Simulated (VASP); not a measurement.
# Ti2CN (R-3m) in VASP: notebook

The runs below take Ti2CN through single point, with LDA.

Program: VASP 6.6.1. These are calculated values, not measurements. Logs are shortened: lines on timing, memory, paths and dates and some standing lists are left out, and cuts for length are marked.

### Step 1. The cell of the first run

Symmetry: R-3m, No. 166, trigonal system. The conventional cell has a = 3.027 Å, b = 3.027 Å, c = 14.867 Å, α = 90.00°, β = 90.00°, γ = 120.00°. Within 2.8 Å of Ti (site symmetry 3m) lie 3 C at 2.14 Å and 3 N at 2.15 Å. C (site symmetry -3m) has 6 Ti at 2.14 Å within 2.8 Å. Within 2.8 Å of N (site symmetry -3m) lie 6 Ti at 2.15 Å.

### Step 2. Single point, LDA

Input file INCAR:

```
ALGO     = Normal         # electronic algorithm
EDIFF    = 1E-6           # SCF threshold, eV
ENCUT    = 520            # plane-wave cutoff, eV
GGA      = CA             # functional
ISIF     = 2              # what is computed and relaxed
ISMEAR   = -1             # smearing method
LASPH    = True           # aspherical terms in the spheres
LCHARG   = False          # write CHGCAR
LREAL    = False          # projectors in reciprocal space
LWAVE    = False          # write WAVECAR
NBANDS   = 24             # bands
NELM     = 80             # most SCF steps
PREC     = Accurate       # precision mode
SIGMA    = 0.1            # smearing width, eV
```

Input file KPOINTS:

```
k-points
0
Gamma
  9 9 9
```

Input file POSCAR:

```
Ti2CN
1.0
    1.5136240000      0.8738910000      4.9555280000
   -1.5136240000      0.8738910000      4.9555280000
    0.0000000000     -1.7477820000      4.9555280000
Ti C N
2 1 1
Direct
    0.7492330000      0.7492330000      0.7492330000
    0.2507670000      0.2507670000      0.2507670000
    0.0000000000      0.0000000000      0.0000000000
    0.5000000000      0.5000000000      0.5000000000
```

Potentials or basis: VASP PAW LDA potentials, release 64 (Ti_sv, C, N).

Command:

```console
> cat potpaw_LDA.64/Ti_sv/POTCAR potpaw_LDA.64/C/POTCAR potpaw_LDA.64/N/POTCAR > POTCAR
> mpirun -np 1 vasp_std > vasp.out
```

OUTCAR:

```text
EDIFF = 1E-6
   ENCUT = 520
   GGA = CA
   ISIF = 2
   ISMEAR = -1
   LASPH = True
   LREAL = False
   NELM = 80
   PREC = Accurate

 ion  position               nearest neighbor table
   1  0.749  0.749  0.749-   3 2.14   3 2.14   3 2.14   4 2.15   4 2.15   4 2.15
   2  0.251  0.251  0.251-   3 2.14   3 2.14   3 2.14   4 2.15   4 2.15   4 2.15
   3  0.000  0.000  0.000-   1 2.14   2 2.14   1 2.14   1 2.14   2 2.14   2 2.14
   4  0.500  0.500  0.500-   2 2.15   1 2.15   2 2.15   2 2.15   1 2.15   1 2.15

  LATTYP: Found a trigonal (rhomboedric) cell.
 ALAT       =     5.2547122521
 COS(alpha) =     0.8340534881

  Lattice vectors:

 A1 = (   1.5136240000,   0.8738910000,   4.9555280000)
 A2 = (  -1.5136240000,   0.8738910000,   4.9555280000)
 A3 = (   0.0000000000,  -1.7477820000,   4.9555280000)

Analysis of symmetry for initial positions (statically):
=====================================================================
 Subroutine PRICEL returns:
 Original cell was already a primitive cell.

 Routine SETGRP: Setting up the symmetry group for a
 trigonal (rhombohedral) supercell.

 Subroutine GETGRP returns: Found 12 space group operations
 (whereof 12 operations were pure point group operations)
 out of a pool of 12 trial point group operations.

The static configuration has the point symmetry D_3d.

Analysis of symmetry for dynamics (positions and initial velocities):
=====================================================================
 Subroutine PRICEL returns:
 Original cell was already a primitive cell.

 Routine SETGRP: Setting up the symmetry group for a
 trigonal (rhombohedral) supercell.

 Subroutine GETGRP returns: Found 12 space group operations
 (whereof 12 operations were pure point group operations)
 out of a pool of 12 trial point group operations.

The dynamic configuration has the point symmetry D_3d.

 Subroutine INISYM returns: Found 12 space group operations
 (whereof 12 operations are pure point group operations),
 and found     1 'primitive' translations

----------------------------------------------------------------------------------------

                                     Primitive cell

  volume of cell :      39.3293

  direct lattice vectors                    reciprocal lattice vectors
     1.513624000  0.873891000  4.955528000     0.330333029  0.190717912  0.067264948
    -1.513624000  0.873891000  4.955528000    -0.330333029  0.190717912  0.067264948
     0.000000000 -1.747782000  4.955528000     0.000000000 -0.381435824  0.067264948

  length of vectors
     5.254712252  5.254712252  5.254712140     0.387321320  0.387321320  0.387321392

  position of ions in fractional coordinates (direct lattice)
     0.749233000  0.749233000  0.749233000
     0.250767000  0.250767000  0.250767000
     0.000000000  0.000000000  0.000000000
     0.500000000  0.500000000  0.500000000

  ion indices of the primitive-cell ions
   primitive index   ion index
                 1           1
                 2           2
                 3           3
                 4           4

----------------------------------------------------------------------------------------

 KPOINTS: k-points

Automatic generation of k-mesh.
 Grid dimensions read from file:
 generate k-points for:    9    9    9

 Generating k-lattice:

  Cartesian coordinates                     Fractional coordinates (reciprocal lattice)
     0.036703670  0.021190879  0.007473883     0.111111111  0.000000000  0.000000000
    -0.036703670  0.021190879  0.007473883     0.000000000  0.111111111  0.000000000
     0.000000000 -0.042381758  0.007473883     0.000000000  0.000000000  0.111111111

  Length of vectors
     0.043035702  0.043035702  0.043035710

  Shift w.r.t. Gamma in fractional coordinates (k-lattice)
     0.000000000  0.000000000  0.000000000

 Subroutine IBZKPT returns following result:
 ===========================================

 Found     85 irreducible k-points:

 Following reciprocal coordinates:
            Coordinates               Weight
  0.000000  0.000000  0.000000      1.000000
  0.111111  0.000000  0.000000      6.000000
  0.222222  0.000000  0.000000      6.000000
  0.333333  0.000000  0.000000      6.000000
  0.444444  0.000000  0.000000      6.000000
  0.111111  0.111111  0.000000      6.000000
[... 16 lines left out ...]
 -0.333333  0.333333  0.000000      6.000000
  0.444444  0.444444  0.000000      6.000000
 [... further k-points ...]
   k-points           NKPTS =     85   k-points in BZ     NKDIM =     85   number of bands    NBANDS=     24
   number of dos      NEDOS =    301   number of ions     NIONS =      4
   total plane-waves  NPLWV =  64000
   dimension x,y,z NGX =    40 NGY =   40 NGZ =   40
   dimension x,y,z NGXF=    80 NGYF=   80 NGZF=   80
   ions per type =               2   1   1
   NGX,Y,Z   is equivalent  to a cutoff of  12.65, 12.65, 12.65 a.u.
   NGXF,Y,Z  is equivalent  to a cutoff of  25.31, 25.31, 25.31 a.u.
 SYSTEM =  unknown system
   PREC   = accura    normal or accurate (medium, high low for compatibility)
   ISTART =      0    job   : 0-new  1-cont  2-samecut
   ICHARG =      2    charge: 1-file 2-atom 10-const
   ISPIN  =      1    spin polarized calculation?
   LNONCOLLINEAR =      F non collinear calculations
   LSORBIT =      F    spin-orbit coupling
   LASPH  =      T    aspherical Exc in radial PAW
   ENCUT  =  520.0 eV  38.22 Ry    6.18 a.u.   9.77  9.77  9.77*2*pi/ulx,y,z
   NELM   =     80;   NELMIN=  2; NELMDL= -5     # of ELM steps
   EDIFF  = 0.1E-05   stopping-criterion for ELM
   LREAL  =      F    real-space projection
   EDIFFG = 0.1E-04   stopping-criterion for IOM
   NSW    =      0    number of steps for IOM
   IBRION =     -1    ionic relax: 0-MD 1-quasi-New 2-CG
   NFREE  =      0    steps in history (QN), initial steepest desc. (CG)
   ISIF   =      2    stress and relaxation
   ISYM   =      2    0-nonsym 1-usesym 2-fastsym
   POTIM  = 0.5000    time-step for ionic-motion
   TEBEG  =    0.0;   TEEND  =   0.0 temperature during run
   PSTRESS=    0.0 pullay stress
   NELECT =      33.0000    total number of electrons
   NUPDOWN=      -1.0000    fix difference up-down
   EMIN   =  10.00;   EMAX   =-10.00  energy-range for DOS
   EFERMI =   0.00;   METHOD = LEGACY
   ISMEAR =    -1;   SIGMA  =   0.10  broadening in eV -4-tet -1-fermi 0-gaus
   EFERMI_NEDOS =   21; number of points for ismear=-14 and -15
   IALGO  =     38    algorithm
   IMIX   =      4    mixing-type and parameters
     AMIX     =   0.40;   BMIX     =  1.00
     AMIX_MAG =   1.60;   BMIX_MAG =  1.00
  volume/ion in A,a.u.               =       9.83        66.35
  Fermi-wavevector in a.u.,A,eV,Ry     =   1.544095  2.917916 32.439406  2.384229
  Thomas-Fermi vector in A             =   2.649665
   LORBIT       =      0    0 simple, 1 ext, 2 COOP (PROOUT), +10 PAW based schemes
   GGA     = CA    functional components
   LHFCALC =     F    Hartree Fock is set to
   AEXX    =    0.0000 exact exchange contribution
   IVDW    =     0    specifies the selected vdW correction
   LEPSILON=     F    determine dielectric tensor
   LRPA    =     F    only Hartree local field effects (RPA)
 non-spin polarized calculation
  energy-cutoff  :      520.00
  volume of cell :       39.33
 maximum number of plane-waves:      1075
   NGX = 19   NGY = 19   NGZ = 19

 number of electron      33.0000000 magnetization

 Free energy of the ion-electron system (eV)
  ---------------------------------------------------
  ext. energy  EPLUGINS =         0.00000000
  ---------------------------------------------------
  free energy    TOTEN  =       -42.27878020 eV

  energy without entropy =      -42.23406887  energy(sigma->0) =      -42.25642454

 E-fermi :  10.3197     XC(G=0): -13.1755

 val. band max:       10.3001845899   @ k =  -0.2222  -0.2222   0.1111
 cond. band min:      10.3232521952   @ k =   0.4444   0.0000   0.0000
 fundamental gap:      0.0230676054
 Fermi energy:        10.3197292977

 k-point     1 :       0.0000    0.0000    0.0000
  band No.  band energies     occupation
      1     -46.3701      2.00000
      2     -46.2811      2.00000
      3     -23.3347      2.00000
      4     -22.8009      2.00000
      5     -22.8009      2.00000
      6     -22.7520      2.00000
[... 16 lines left out ...]
     23      12.4561      0.00000
     24      13.5987      0.00000

 k-point     2 :       0.1111    0.0000    0.0000
  band No.  band energies     occupation
      1     -46.3605      2.00000
      2     -46.2768      2.00000
      3     -23.3067      2.00000
      4     -22.8502      2.00000
      5     -22.8109      2.00000
      6     -22.8043      2.00000
[... 16 lines left out ...]
     23      12.6301      0.00000
     24      13.5916      0.00000

 k-point     3 :       0.2222    0.0000    0.0000
  band No.  band energies     occupation
      1     -46.3351      2.00000
      2     -46.2669      2.00000
      3     -23.2301      2.00000
      4     -22.9738      2.00000
      5     -22.9450      2.00000
      6     -22.8356      2.00000
[... 16 lines left out ...]
     23      13.0633      0.00000
     24      14.4390      0.00000

 k-point     4 :       0.3333    0.0000    0.0000
  band No.  band energies     occupation
      1     -46.3031      2.00000
      2     -46.2585      2.00000
      3     -23.1316      2.00000
      4     -23.1051      2.00000
      5     -23.0998      2.00000
      6     -22.8616      2.00000
[... 16 lines left out ...]
     23      13.8139      0.00000
     24      14.5773      0.00000

 k-point     5 :       0.4444    0.0000    0.0000
  band No.  band energies     occupation
      1     -46.2753      2.00000
      2     -46.2598      2.00000
      3     -23.2051      2.00000
      4     -23.1983      2.00000
      5     -23.0087      2.00000
      6     -22.9090      2.00000
[... 16 lines left out ...]
     23      14.2710      0.00000
     24      15.1239      0.00000

 k-point     6 :       0.1111    0.1111    0.0000
  band No.  band energies     occupation
      1     -46.3597      2.00000
      2     -46.2776      2.00000
      3     -23.3023      2.00000
      4     -22.8423      2.00000
      5     -22.8191      2.00000
      6     -22.8173      2.00000
[... 16 lines left out ...]
     23      12.6736      0.00000
     24      13.5842      0.00000
[... 379 lines left out ...]
 k-point    21 :       0.4444    0.3333   -0.0000
  band No.  band energies     occupation
      1     -46.2869      2.00000
      2     -46.2543      2.00000
      3     -23.2533      2.00000
      4     -23.2082      2.00000
      5     -22.9723      2.00000
      6     -22.9374      2.00000
[... 16 lines left out ...]
     23      13.3223      0.00000
     24      15.1111      0.00000

 k-point    22 :      -0.4444    0.3333    0.0000
  band No.  band energies     occupation
      1     -46.2704      2.00000
      2     -46.2530      2.00000
      3     -23.2480      2.00000
      4     -23.1796      2.00000
      5     -23.0420      2.00000
      6     -22.9243      2.00000
[... 16 lines left out ...]
     23      14.3179      0.00000
     24      14.8808      0.00000

 k-point    23 :      -0.3333    0.3333    0.0000
  band No.  band energies     occupation
      1     -46.2582      2.00000
      2     -46.2582      2.00000
      3     -23.1832      2.00000
      4     -23.1301      2.00000
      5     -23.1044      2.00000
      6     -23.0248      2.00000
[... 16 lines left out ...]
     23      14.4441      0.00000
     24      15.1656      0.00000

 k-point    24 :       0.4444    0.4444    0.0000
  band No.  band energies     occupation
      1     -46.2829      2.00000
      2     -46.2521      2.00000
      3     -23.3168      2.00000
      4     -23.2423      2.00000
      5     -22.9503      2.00000
      6     -22.9359      2.00000
[... 16 lines left out ...]
     23      13.2865      0.00000
     24      14.8761      0.00000

 [... further k-points ...]
[... 5 lines left out ...]
  --------------------------------------------------------------------------------------
  -------------------------------------------------------------------------------------
  Total       -3.0353805     -3.0353789     -2.9413286      0.0000000      0.0000000      0.0000000
  in kB     -123.6537420   -123.6536786   -119.8223068      0.0000000      0.0000000      0.0000000
  external PRESSURE =    -122.3765758 kB  Pullay stress =       0.0000000 kB

 VOLUME and BASIS-vectors are now :
 -----------------------------------------------------------------------------
  energy-cutoff  :      520.00
  volume of cell :       39.33
      direct lattice vectors                 reciprocal lattice vectors
     1.513624000  0.873891000  4.955528000     0.330333029  0.190717912  0.067264948
    -1.513624000  0.873891000  4.955528000    -0.330333029  0.190717912  0.067264948
     0.000000000 -1.747782000  4.955528000     0.000000000 -0.381435824  0.067264948

 POSITION                                       TOTAL-FORCE (eV/Angst)
 -----------------------------------------------------------------------------------
      0.00000      0.00000     11.13854         0.000000     -0.000000      0.117409
      0.00000      0.00000      3.72805         0.000000      0.000000     -0.117409
      0.00000      0.00000      0.00000         0.000000      0.000000      0.000000
      0.00000      0.00000      7.43329         0.000000      0.000000      0.000000
 -----------------------------------------------------------------------------------
    total drift:                               -0.000000      0.000000      0.000000

  FREE ENERGIE OF THE ION-ELECTRON SYSTEM (eV)
  ---------------------------------------------------
  free  energy   TOTEN  =       -42.2787802047 eV

  energy  without entropy=      -42.2340688722  energy(sigma->0) =      -42.25642454
```

Run time: 6.1 min. Hardware: 1 thread of AMD EPYC, shared host; peak memory 0.21 GiB.

What came out:

```yaml
Free_energy: -42.2788 eV
Pressure: -12.2 GPa
Largest_force: 0.117 eV/Å
```

Forces on the atoms (eV/Å):
```
Ti   0.000  0.000  0.117
Ti   0.000  0.000 -0.117
C    0.000  0.000  0.000
N    0.000  0.000  0.000
```

Stress tensor (GPa, compression positive):
```
-12.37   0.00   0.00
  0.00 -12.37   0.00
  0.00   0.00 -11.98
```

### Step 3. Single point, LDA

Input file INCAR:

```
SYSTEM = Ti2CN
PREC = Accurate
ENCUT = 520
EDIFF = 1E-7
ISMEAR = -1
SIGMA = 0.1
LREAL = .False.
LASPH = .True.
NELM = 100
ALGO = Normal
ISIF = 2
LWAVE = .False.
LCHARG = .False.
GGA = CA
NBANDS = 24
```

Input file KPOINTS:

```
regular mesh
0
Gamma
  9 9 9
  0 0 0
```

POSCAR is that of step 2.

Potentials or basis: VASP PAW LDA potentials, release 64 (Ti_sv, C, N).

Command:

```console
> cat potpaw_LDA.64/Ti_sv/POTCAR potpaw_LDA.64/C/POTCAR potpaw_LDA.64/N/POTCAR > POTCAR
> mpirun -np 1 vasp_std > vasp.out
```

Run time: 8.2 min. Hardware: 1 thread of AMD EPYC, shared host; peak memory 0.21 GiB.

The run converged. Its results:

```
Free energy   : -42.2788 eV
Pressure      : -12.2 GPa
Largest force : 0.118 eV/Å
```

Forces in eV/Å, atoms in the order of the input:
```
Ti   0.000  0.000  0.118
Ti   0.000  0.000 -0.118
C    0.000  0.000  0.000
N    0.000  0.000  0.000
```

Stress tensor (GPa, compression positive):
```
-12.34   0.00   0.00
  0.00 -12.34   0.00
  0.00   0.00 -11.96
```

Levels at points of the mesh, in eV from the Fermi level:
| k point | band 12 | band 13 | band 14 | band 15 | band 16 | band 17 | band 18 | band 19 | band 20 | band 21 |
| --- | --- | --- | --- | --- | --- | --- | --- | --- | --- | --- |
| (0.00, 0.00, 0.00) | -4.42 | -4.42 | -0.40 | -0.21 | -0.21 | -0.18 | -0.15 | -0.15 | 0.98 | 0.98 |
